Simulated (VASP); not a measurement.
# TiSi2 (Cmcm) in VASP: further runs

The runs below take TiSi2 through single point, with PBE.

Everything below comes from runs of VASP 6.6.1. Logs are shortened: lines on timing, memory, paths and dates and some standing lists are left out, and cuts for length are marked.

### 1 The cell of the first run

It takes space group Cmcm (No. 63, orthorhombic). The conventional cell has a = 3.675 Å, b = 12.969 Å, c = 3.708 Å, α = 90.00°, β = 90.00°, γ = 90.00°. Ti (site symmetry m2m) has 10 Si at 2.65 to 2.79 Å and 2 Ti at 3.26 Å within 3.5 Å. Si (site symmetry m2m) has 6 Si at 2.41 to 3.09 Å and 6 Ti at 2.67 to 2.79 Å within 3.2 Å. Si (site symmetry m2m) has 8 Si at 2.61 to 3.09 Å and 4 Ti at 2.65 to 2.66 Å within 3.4 Å.

### 2 Single point, PBE (14.73 Å³/atom)

INCAR reads:

```
PREC = Accurate
ENCUT = 520
EDIFF = 1E-7
ISMEAR = 0
SIGMA = 0.15
LREAL = F
LASPH = T
NELM = 80
ALGO = Normal
ISIF = 2
LWAVE = F
LCHARG = F
GGA = PE
NBANDS = 29
```

KPOINTS reads:

```
regular mesh
0
Gamma
  12 12 12
```

POSCAR reads:

```
TiSi2
1.0
    1.8376926920     -6.4846062844      0.0000000000
    1.8376926920      6.4846062844      0.0000000000
    0.0000000000      0.0000000000      3.7082371498
Ti Si
2 4
Direct
    0.8968075258      0.1031924742      0.7500000000
    0.1031924742      0.8968075258      0.2500000000
    0.5591373591      0.4408626409      0.7500000000
    0.4408626409      0.5591373591      0.2500000000
    0.2498287182      0.7501712818      0.7500000000
    0.7501712818      0.2498287182      0.2500000000
```

Potentials or basis: VASP PAW PBE potentials, release 64 (Ti_sv, Si).

Command:

```bash
> cat potpaw_PBE.64/Ti_sv/POTCAR potpaw_PBE.64/Si/POTCAR > POTCAR
> mpirun -np 1 vasp_std > vasp.out
```

OUTCAR:

```text
PREC = Accurate
   ENCUT = 520
   EDIFF = 1E-7
   ISMEAR = 0
   LREAL = F
   LASPH = T
   NELM = 80
   ISIF = 2
   GGA = PE

 ion  position               nearest neighbor table
   1  0.897  0.103  0.750-   5 2.65   5 2.65   6 2.66   6 2.66   4 2.67   4 2.67   4 2.67   4 2.67
                             3 2.79   3 2.79
   2  0.103  0.897  0.250-   6 2.65   6 2.65   5 2.66   5 2.66   3 2.67   3 2.67   3 2.67   3 2.67
                             4 2.79   4 2.79
   3  0.559  0.441  0.750-   4 2.41   4 2.41   2 2.67   2 2.67   2 2.67   2 2.67   1 2.79   1 2.79
                             5 3.08   5 3.08   6 3.09   6 3.09
   4  0.441  0.559  0.250-   3 2.41   3 2.41   1 2.67   1 2.67   1 2.67   1 2.67   2 2.79   2 2.79
                             6 3.08   6 3.08   5 3.09   5 3.09
   5  0.250  0.750  0.750-   6 2.61   6 2.61   6 2.61   6 2.61   1 2.65   1 2.65   2 2.66   2 2.66
                             3 3.08   3 3.08   4 3.09   4 3.09
   6  0.750  0.250  0.250-   5 2.61   5 2.61   5 2.61   5 2.61   2 2.65   2 2.65   1 2.66   1 2.66
                             4 3.08   4 3.08   3 3.09   3 3.09

  LATTYP: Found a base centered orthorhombic cell.
 ALAT       =     3.6753853840
 B/A-ratio  =     3.5286673951
 C/A-ratio  =     1.0089383187

  Lattice vectors:

 A1 = (   1.8376926920,  -6.4846062844,   0.0000000000)
 A2 = (   1.8376926920,   6.4846062844,   0.0000000000)
 A3 = (   0.0000000000,   0.0000000000,   3.7082371498)

Analysis of symmetry for initial positions (statically):
=====================================================================
 Subroutine PRICEL returns:
 Original cell was already a primitive cell.

 Routine SETGRP: Setting up the symmetry group for a
 base centered orthorhombic supercell.

 Subroutine GETGRP returns: Found  8 space group operations
 (whereof  4 operations were pure point group operations)
 out of a pool of  8 trial point group operations.

The static configuration has the point symmetry C_2h.
 The point group associated with its full space group is D_2h.

Analysis of symmetry for dynamics (positions and initial velocities):
=====================================================================
 Subroutine PRICEL returns:
 Original cell was already a primitive cell.

 Routine SETGRP: Setting up the symmetry group for a
 base centered orthorhombic supercell.

 Subroutine GETGRP returns: Found  8 space group operations
 (whereof  4 operations were pure point group operations)
 out of a pool of  8 trial point group operations.
[... 112 lines left out ...]
   EDIFFG = 0.1E-05   stopping-criterion for IOM
   NSW    =      0    number of steps for IOM
   IBRION =     -1    ionic relax: 0-MD 1-quasi-New 2-CG
   NFREE  =      0    steps in history (QN), initial steepest desc. (CG)
   ISIF   =      2    stress and relaxation
   ISYM   =      2    0-nonsym 1-usesym 2-fastsym
   POTIM  = 0.5000    time-step for ionic-motion
   TEBEG  =    0.0;   TEEND  =   0.0 temperature during run
   PSTRESS=    0.0 pullay stress
   NELECT =      40.0000    total number of electrons
   NUPDOWN=      -1.0000    fix difference up-down
   EMIN   =  10.00;   EMAX   =-10.00  energy-range for DOS
   EFERMI =   0.00;   METHOD = LEGACY
   ISMEAR =     0;   SIGMA  =   0.15  broadening in eV -4-tet -1-fermi 0-gaus
   EFERMI_NEDOS =   21; number of points for ismear=-14 and -15
   IALGO  =     38    algorithm
   IMIX   =      4    mixing-type and parameters
     AMIX     =   0.40;   BMIX     =  1.00
     AMIX_MAG =   1.60;   BMIX_MAG =  1.00
  volume/ion in A,a.u.               =      14.73        99.40
  Fermi-wavevector in a.u.,A,eV,Ry     =   1.256927  2.375248 21.495385  1.579866
  Thomas-Fermi vector in A             =   2.390611
   LORBIT       =      0    0 simple, 1 ext, 2 COOP (PROOUT), +10 PAW based schemes
   GGA     = PE    functional components
   LHFCALC =     F    Hartree Fock is set to
   AEXX    =    0.0000 exact exchange contribution
   IVDW    =     0    specifies the selected vdW correction
   LEPSILON=     F    determine dielectric tensor
   LRPA    =     F    only Hartree local field effects (RPA)
 non-spin polarized calculation
 Gauss-broadening in eV      SIGMA  =   0.15
  energy-cutoff  :      520.00
  volume of cell :       88.38
 maximum number of plane-waves:      2402
   NGX = 25   NGY = 25   NGZ = 13

 number of electron      39.9999994 magnetization

 Free energy of the ion-electron system (eV)
  ---------------------------------------------------
  ext. energy  EPLUGINS =         0.00000000
  ---------------------------------------------------
  free energy    TOTEN  =       -40.48160634 eV

  energy without entropy =      -40.45941743  energy(sigma->0) =      -40.47051188

 E-fermi :  10.0575     XC(G=0): -11.4778

 val. band max:       10.0549192350   @ k =  -0.4167   0.4167   0.3333
 cond. band min:      10.0579042628   @ k =  -0.2500   0.2500   0.0833
 fundamental gap:      0.0029850277
 Fermi energy:        10.0575392978

 k-point     1 :       0.0000    0.0000    0.0000
  band No.  band energies     occupation
      1     -46.8108      2.00000
      2     -46.7998      2.00000
      3     -23.1406      2.00000
      4     -23.1346      2.00000
      5     -23.1199      2.00000
      6     -23.1109      2.00000
[... 757 lines left out ...]
     28      12.8913      0.00000
     29      13.9851      0.00000

 [... further k-points ...]

------------------------ aborting loop because EDIFF is reached ----------------------------------------

  FORCE on cell =-STRESS in cart. coord.  units (eV):
  Direction    XX          YY          ZZ          XY          YZ          ZX
  --------------------------------------------------------------------------------------
  -------------------------------------------------------------------------------------
  Total       -5.0224868      3.7642223     -5.3462294      0.0000000      0.0000000      0.0000000
  in kB      -91.0490429     68.2388727    -96.9179410      0.0000000      0.0000000      0.0000000
  external PRESSURE =     -39.9093704 kB  Pullay stress =       0.0000000 kB

 VOLUME and BASIS-vectors are now :
 -----------------------------------------------------------------------------
  energy-cutoff  :      520.00
  volume of cell :       88.38
      direct lattice vectors                 reciprocal lattice vectors
     1.837692692 -6.484606284  0.000000000     0.272080311 -0.077105684  0.000000000
     1.837692692  6.484606284  0.000000000     0.272080311  0.077105684  0.000000000
     0.000000000  0.000000000  3.708237150     0.000000000  0.000000000  0.269669916

 POSITION                                       TOTAL-FORCE (eV/Angst)
 -----------------------------------------------------------------------------------
      1.83769     -5.14628      2.78118         0.000000     -0.524751      0.000000
      1.83769      5.14628      0.92706         0.000000      0.524751      0.000000
      1.83769     -0.76696      2.78118         0.000000     -0.249583     -0.000000
      1.83769      0.76696      0.92706         0.000000      0.249583     -0.000000
      1.83769      3.24452      2.78118         0.000000      0.041726     -0.000000
      1.83769     -3.24452      0.92706         0.000000     -0.041726     -0.000000
 -----------------------------------------------------------------------------------
    total drift:                               -0.000000      0.000000      0.000000

  FREE ENERGIE OF THE ION-ELECTRON SYSTEM (eV)
  ---------------------------------------------------
  free  energy   TOTEN  =       -40.4816063424 eV

  energy  without entropy=      -40.4594174265  energy(sigma->0) =      -40.47051188
```

Wall time 31 min (1 thread of Intel Xeon 8259CL, shared host); peak memory 0.71 GiB.

Results:

- Free energy: -40.4816 eV
- Pressure: -4.0 GPa
- Largest force: 0.525 eV/Å
- Band gap on the k mesh: zero (bands 20 and 21 overlap by 0.85 eV)

Forces in eV/Å, atoms in the order of the input:
```
Ti   0.000 -0.525  0.000
Ti   0.000  0.525  0.000
Si   0.000 -0.250  0.000
Si   0.000  0.250  0.000
Si   0.000  0.042  0.000
Si   0.000 -0.042  0.000
```

Stress tensor (GPa, compression positive):
```
-9.10  0.00  0.00
 0.00  6.82  0.00
 0.00  0.00 -9.69
```

Caveat: the cell stands under tension.

### 3 Single point, PBE (14.73 Å³/atom)

INCAR reads:

```
SYSTEM = TiSi2
PREC     = Accurate       ! precision mode
ENCUT    = 520            ! plane-wave cutoff, eV
EDIFF    = 1E-7           ! SCF threshold, eV
ISMEAR   = 0              ! smearing method
SIGMA    = 0.15           ! smearing width, eV
LREAL    = .FALSE.        ! projectors in reciprocal space
LASPH    = .TRUE.         ! aspherical terms in the spheres
NELM     = 100            ! most SCF steps
ALGO     = Normal         ! electronic algorithm
ISIF     = 2              ! what is computed and relaxed
LWAVE    = .FALSE.        ! write WAVECAR
LCHARG   = .TRUE.         ! write CHGCAR
GGA      = PE             ! functional
LELF     = .TRUE.         ! ELF
LVHAR    = .TRUE.       
NBANDS   = 29             ! bands
```

KPOINTS reads:

```
regular mesh
0
G
  12 12 12
  0 0 0
```

POSCAR, as its differences from that of step 2:

```diff
@@ -2,5 +2,5 @@
 1.0
-    1.8376926920     -6.4846062844      0.0000000000
-    1.8376926920      6.4846062844      0.0000000000
-    0.0000000000      0.0000000000      3.7082371498
+    1.8052884359     -6.7194880973      0.0000000000
+    1.8052884359      6.7194880973      0.0000000000
+    0.0000000000      0.0000000000      3.6428493584
 Ti Si
```

Potentials or basis: VASP PAW PBE potentials, release 64 (Ti_sv, Si).

Command:

```bash
> cat potpaw_PBE.64/Ti_sv/POTCAR potpaw_PBE.64/Si/POTCAR > POTCAR
> mpirun -np 1 vasp_std > vasp.out
```

It took 33 min on 1 thread of Intel Xeon 8259CL, shared host; peak memory 0.74 GiB.

The run converged. Its results:

```
Free energy            : -40.6991 eV
Pressure               : -3.8 GPa
Largest force          : 0.130 eV/Å
Band gap on the k mesh : zero (bands 20 and 21 overlap by 0.96 eV)
```

Forces in eV/Å, atoms in the order of the input:
```
Ti   0.000 -0.130  0.000
Ti   0.000  0.130  0.000
Si   0.000 -0.044  0.000
Si   0.000  0.044  0.000
Si   0.000  0.013  0.000
Si   0.000 -0.013  0.000
```

Stress tensor (GPa, compression positive):
```
-5.57  0.00  0.00
 0.00  0.12  0.00
 0.00  0.00 -6.00
```

Levels at points of the mesh, in eV from the Fermi level:
| k point | band 18 | band 19 | band 20 | band 21 | band 22 | band 23 |
| --- | --- | --- | --- | --- | --- | --- |
| (0.00, 0.00, 0.00) | -1.96 | -1.84 | 0.41 | 0.56 | 0.76 | 0.86 |
| (0.50, 0.00, 0.00) | -1.26 | -0.61 | -0.56 | -0.52 | 0.91 | 1.29 |
| (0.50, 0.50, 0.00) | -2.01 | -1.01 | 0.33 | 0.58 | 0.62 | 0.86 |
| (0.00, 0.00, 0.50) | -1.43 | -0.06 | -0.06 | 0.97 | 0.97 | 1.43 |
| (0.50, 0.00, 0.50) | -3.02 | -2.33 | -2.33 | 1.67 | 1.67 | 1.72 |
| (0.50, 0.50, 0.50) | -2.05 | -0.92 | -0.92 | 0.42 | 0.42 | 1.53 |

Caveat: the cell stands under tension.

### 4 Single point, PBE (14.35 Å³/atom)

This run uses another cell than the first one, of 14.35 Å³/atom.

INCAR reads:

```
  ALGO = Normal
  EDIFF = 1E-6
  ENCUT = 520
  GGA = PE
  ISIF = 2
  ISMEAR = 0
  LASPH = T
  LCHARG = F
  LREAL = F
  LWAVE = F
  NBANDS = 29
  NELM = 100
  PREC = Accurate
  SIGMA = 0.15
```

KPOINTS reads:

```
k-points
0
Gamma
  12 12 12
```

POSCAR, as its differences from that of step 3:

```diff
@@ -2,5 +2,5 @@
 1.0
-    1.8052884359     -6.7194880973      0.0000000000
-    1.8052884359      6.7194880973      0.0000000000
-    0.0000000000      0.0000000000      3.6428493584
+    1.7268624160     -7.1531227324      0.0000000000
+    1.7268624160      7.1531227324      0.0000000000
+    0.0000000000      0.0000000000      3.4845953250
 Ti Si
```

Command:

```bash
> cat potpaw_PBE.64/Ti_sv/POTCAR potpaw_PBE.64/Si/POTCAR > POTCAR
> mpirun -np 1 vasp_std > vasp.out
```

Run time: 22 min. Hardware: 1 thread of AMD EPYC 7R43 (Zen 3), shared host; peak memory 0.68 GiB.

It converged, with:

```
Free energy            : -40.5197 eV
Pressure               : 2.5 GPa
Largest force          : 0.573 eV/Å
Band gap on the k mesh : zero (bands 20 and 21 overlap by 0.92 eV)
```

Forces on the atoms (eV/Å):
```
Ti   0.000  0.573  0.000
Ti   0.000 -0.573  0.000
Si   0.000  0.425  0.000
Si   0.000 -0.425  0.000
Si   0.000 -0.011  0.000
Si   0.000  0.011  0.000
```

Stress tensor (GPa, compression positive):
```
 7.81  0.00  0.00
 0.00 -8.42  0.00
 0.00  0.00  8.10
```

Levels at points of the mesh, in eV from the Fermi level:
```tsv
k point	band 17	band 18	band 19	band 20	band 21	band 22	band 23	band 24
(0.00, 0.00, 0.00)	-2.07	-2.05	-1.69	0.61	0.86	0.89	0.89	1.10
(0.50, 0.00, 0.00)	-1.88	-1.47	-0.78	-0.41	-0.31	1.39	1.55	1.77
(0.50, 0.50, 0.00)	-2.12	-1.57	-1.51	0.56	0.76	0.92	1.10	1.13
(0.00, 0.00, 0.50)	-1.91	-1.91	0.01	0.01	0.36	0.36	1.59	1.59
(0.50, 0.00, 0.50)	-3.47	-3.47	-2.41	-2.41	1.50	1.50	2.06	2.06
(0.50, 0.50, 0.50)	-1.81	-1.81	-0.57	-0.57	0.35	0.35	1.78	1.78
```

### 5 Single point, PBE (14.35 Å³/atom)

This run uses another cell than the first one, of 14.35 Å³/atom.

INCAR reads:

```
ALGO = Normal
EDIFF = 1E-7
ENCUT = 520
GGA = PE
ISIF = 2
ISMEAR = 0
LASPH = T
LCHARG = F
LREAL = F
LWAVE = F
NBANDS = 29
NELM = 80
PREC = Accurate
SIGMA = 0.15
```

KPOINTS is that of step 4.

POSCAR, as its differences from that of step 4:

```diff
@@ -2,5 +2,5 @@
 1.0
-    1.7268624160     -7.1531227324      0.0000000000
-    1.7268624160      7.1531227324      0.0000000000
-    0.0000000000      0.0000000000      3.4845953250
+    1.8216578475     -6.4280246511      0.0000000000
+    1.8216578475      6.4280246511      0.0000000000
+    0.0000000000      0.0000000000      3.6758808115
 Ti Si
```

Command:

```bash
> cat potpaw_PBE.64/Ti_sv/POTCAR potpaw_PBE.64/Si/POTCAR > POTCAR
> mpirun -np 1 vasp_std > vasp.out
```

It took 25 min on 1 thread of AMD EPYC 7R43 (Zen 3), shared host; peak memory 0.66 GiB.

The run converged. Its results:

| Item | Value |
| --- | --- |
| Free energy | -40.5150 eV |
| Pressure | -0.7 GPa |
| Largest force | 0.637 eV/Å |
| Band gap on the k mesh | zero (bands 20 and 21 overlap by 0.87 eV) |

Forces on the atoms (eV/Å):
```
Ti   0.000 -0.637  0.000
Ti   0.000  0.637  0.000
Si   0.000 -0.346  0.000
Si   0.000  0.346  0.000
Si   0.000  0.048  0.000
Si   0.000 -0.048  0.000
```

Stress tensor (GPa, compression positive):
```
-6.19  0.00  0.00
 0.00 10.53  0.00
 0.00  0.00 -6.36
```

Levels at points of the mesh, in eV from the Fermi level:
```tsv
k point	band 16	band 17	band 18	band 19	band 20	band 21	band 22	band 23	band 24	band 25
(0.00, 0.00, 0.00)	-2.43	-2.33	-1.63	-1.44	0.33	0.65	0.75	0.85	1.09	1.84
(0.50, 0.00, 0.00)	-2.07	-1.87	-1.00	-0.76	-0.56	-0.49	0.61	1.15	1.39	1.67
(0.50, 0.50, 0.00)	-2.90	-2.68	-2.26	-0.85	0.21	0.46	0.47	0.91	1.21	2.26
(0.00, 0.00, 0.50)	-2.56	-1.28	-1.28	-0.06	-0.06	1.28	1.28	1.39	1.39	1.41
(0.50, 0.00, 0.50)	-4.09	-2.80	-2.80	-2.29	-2.29	1.64	1.64	1.65	1.65	2.81
(0.50, 0.50, 0.50)	-2.98	-2.24	-2.24	-1.11	-1.11	0.41	0.41	1.45	1.45	2.46
```

### 6 Single point, PBE (13.77 Å³/atom)

This run uses another cell than the first one, of 13.77 Å³/atom.

INCAR reads:

```
PREC     = Accurate       # precision mode
ENCUT    = 520            # plane-wave cutoff, eV
EDIFF    = 1E-6           # SCF threshold, eV
ISMEAR   = 0              # smearing method
SIGMA    = 0.15           # smearing width, eV
LREAL    = False          # projectors in reciprocal space
LASPH    = True           # aspherical terms in the spheres
NELM     = 100            # most SCF steps
ALGO     = Normal         # electronic algorithm
ISIF     = 2              # what is computed and relaxed
LWAVE    = False          # write WAVECAR
LCHARG   = False          # write CHGCAR
GGA      = PE             # functional
NBANDS   = 29             # bands
```

KPOINTS reads:

```
Automatic mesh
0
Gamma
  12 12 12
```

POSCAR reads:

```
TiSi2
1.0
    1.7149484114     -6.9628108999      0.0000000000
    1.7149484114      6.9628108999      0.0000000000
    0.0000000000      0.0000000000      3.4605543351
Ti Si
2 4
Direct
    0.8968075259      0.1031924741      0.7500000000
    0.1031924741      0.8968075259      0.2500000000
    0.5591373592      0.4408626408      0.7500000000
    0.4408626408      0.5591373592      0.2500000000
    0.2498287182      0.7501712818      0.7500000000
    0.7501712818      0.2498287182      0.2500000000
```

Potentials or basis: VASP PAW PBE potentials, release 64 (Ti_sv, Si).

Command:

```bash
> cat potpaw_PBE.64/Ti_sv/POTCAR potpaw_PBE.64/Si/POTCAR > POTCAR
> mpirun -np 1 vasp_std > vasp.out
```

Run time: 8.8 min. Hardware: 1 thread of Intel Xeon 6975P-C (Granite Rapids), shared host; peak memory 0.7 GiB.

Results (log left out):

```
Free energy            : -40.5201 eV
Pressure               : 8.0 GPa
Largest force          : 0.385 eV/Å
Band gap on the k mesh : zero (bands 20 and 21 overlap by 0.99 eV)
```

Forces on the atoms (eV/Å):
```
Ti   0.000  0.385  0.000
Ti   0.000 -0.385  0.000
Si   0.000  0.227  0.000
Si   0.000 -0.227  0.000
Si   0.000  0.000  0.000
Si   0.000  0.000  0.000
```

Stress tensor (GPa, compression positive):
```
12.65  0.00  0.00
 0.00 -2.16  0.00
 0.00  0.00 13.66
```

Levels at points of the mesh, in eV from the Fermi level:
| k point | band 17 | band 18 | band 19 | band 20 | band 21 | band 22 | band 23 | band 24 |
| --- | --- | --- | --- | --- | --- | --- | --- | --- |
| (0.00, 0.00, 0.00) | -2.22 | -2.19 | -1.82 | 0.59 | 0.89 | 0.93 | 1.05 | 1.09 |
| (0.50, 0.00, 0.00) | -1.81 | -1.58 | -0.81 | -0.47 | -0.39 | 1.58 | 1.61 | 1.85 |
| (0.50, 0.50, 0.00) | -2.27 | -1.62 | -1.52 | 0.54 | 0.76 | 0.96 | 1.04 | 1.33 |
| (0.00, 0.00, 0.50) | -1.93 | -1.93 | 0.00 | 0.00 | 0.53 | 0.53 | 1.61 | 1.61 |
| (0.50, 0.00, 0.50) | -3.48 | -3.48 | -2.52 | -2.52 | 1.65 | 1.65 | 2.13 | 2.13 |
| (0.50, 0.50, 0.50) | -1.93 | -1.93 | -0.68 | -0.68 | 0.45 | 0.45 | 1.86 | 1.86 |

Caveat: the cell stands under pressure.

### 7 Summary

```tsv
cell	gap on the mesh (eV)	pressure (GPa)	largest force (eV/Å)
a = 6.740, b = 6.740, c = 3.708 Å, angles 90.0, 90.0, 148.4°, 6 atoms	none	-4.0	0.52
a = 6.958, b = 6.958, c = 3.643 Å, angles 90.0, 90.0, 149.9°, 6 atoms	none	-3.8	0.13
a = 7.359, b = 7.359, c = 3.485 Å, angles 90.0, 90.0, 152.9°, 6 atoms	none	2.5	0.57
a = 6.681, b = 6.681, c = 3.676 Å, angles 90.0, 90.0, 148.4°, 6 atoms	none	-0.7	0.64
a = 7.171, b = 7.171, c = 3.461 Å, angles 90.0, 90.0, 152.3°, 6 atoms	none	8.0	0.38
```

Alike in all rows: task single point; level PBE; potentials or basis VASP PAW PBE potentials, release 64 (Ti_sv, Si); no spin polarisation; k mesh 12 × 12 × 12; cutoff (eV) 520; smearing gaussian 0.15 eV.

Caveats: the cell stands under tension (at least some runs); the cell stands under pressure (at least some runs).

Total energies depend on the potentials used, so only differences within one code and one set of settings carry meaning.
